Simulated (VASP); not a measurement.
Wanted: the native input for a VASP 6.6.1 run.

```
Task                   : relaxation of cell and atoms
Functional             : PBEsol
Potentials or basis    : VASP PAW PBE potentials, release 64 (V_sv)
Cutoff                 : 600 eV
k mesh                 : 12 × 12 × 6
Occupations            : fermi-dirac, width 0.05 eV
Spin                   : collinear spin, ferromagnetic start
Starting moments       : [2.0, 2.0] μB
Target pressure        : 20 GPa
Dipole correction      : no
Further INCAR settings : ALGO = Normal; EDIFF = 1e-06; IBRION = 2; EDIFFG = -0.005; NSW = 80; ISIF = 3
```

The structure of V lies in POSCAR:

```
V
1.0
    2.6042941027      0.0000000000      0.0000000000
   -1.3021470513      2.2553848518      0.0000000000
    0.0000000000      0.0000000000      4.7233360000
V
2
Direct
    0.3333333333      0.6666666667      0.2500000000
    0.6666666667      0.3333333333      0.7500000000
```

This isn't the form of V at room conditions, which is bcc.

These files were run (other wordings do the same):

INCAR

```
PREC     = Accurate       # precision mode
ENCUT    = 600            # plane-wave cutoff, eV
EDIFF    = 1E-6           # SCF threshold, eV
ISMEAR   = -1             # smearing method
SIGMA    = 0.05           # smearing width, eV
LREAL    = False          # projectors in reciprocal space
LASPH    = True           # aspherical terms in the spheres
NELM     = 150            # most SCF steps
ALGO     = Normal         # electronic algorithm
ISIF     = 3              # what is computed and relaxed
LWAVE    = False          # write WAVECAR
LCHARG   = False          # write CHGCAR
ISPIN    = 2              # spin polarisation
MAGMOM   = 2 2            # initial moments
LORBIT   = 11             # projections on sites
LMAXMIX  = 4              # l up to which the mixer works
GGA      = PS             # functional
IBRION   = 2              # ionic algorithm
NSW      = 80             # ionic steps
EDIFFG   = -0.005         # ionic threshold
PSTRESS  = 200.0
```

KPOINTS

```
regular mesh
0
Gamma
  12 12 6
```

Potentials or basis: VASP PAW PBE potentials, release 64 (V_sv).

Command:

```bash
$ cat potpaw_PBE.64/V_sv/POTCAR > POTCAR
$ mpirun -np 1 vasp_std > vasp.out
```

Results of the run:

```yaml
Relaxed_volume: 12.17 Å³/atom
Relaxed_cell: a = 2.494 Å, b = 2.494 Å, c = 4.521 Å, α = 90.00°, β = 90.00°, γ = 120.00°
Space_group_after_relaxing_to_0.1_Å: P6_3/mmc (No. 194)
Energy_change_on_relaxing_the_run_minimises_the_enthalpy: +53.3 meV/atom
Ionic_steps: 7
Pressure_after_relaxing: 20.0 GPa
Band_gap_on_the_k_mesh: zero (filled and empty bands overlap)
Net_moment: 0.00 μB per cell
Valence_electrons_inside_the_program's_atomic_spheres: V 11.88
```

Caveat: the cell is relaxed towards a set pressure, so the run minimises the enthalpy, not the energy; the moments typed at the start vanished in this run; the PAW data sets were made with another functional, which shifts forces and pressure a little.

Wall time 7.4 min on 1 thread of Intel Xeon 8259CL, with other jobs on the host, peak memory 0.23 GiB.
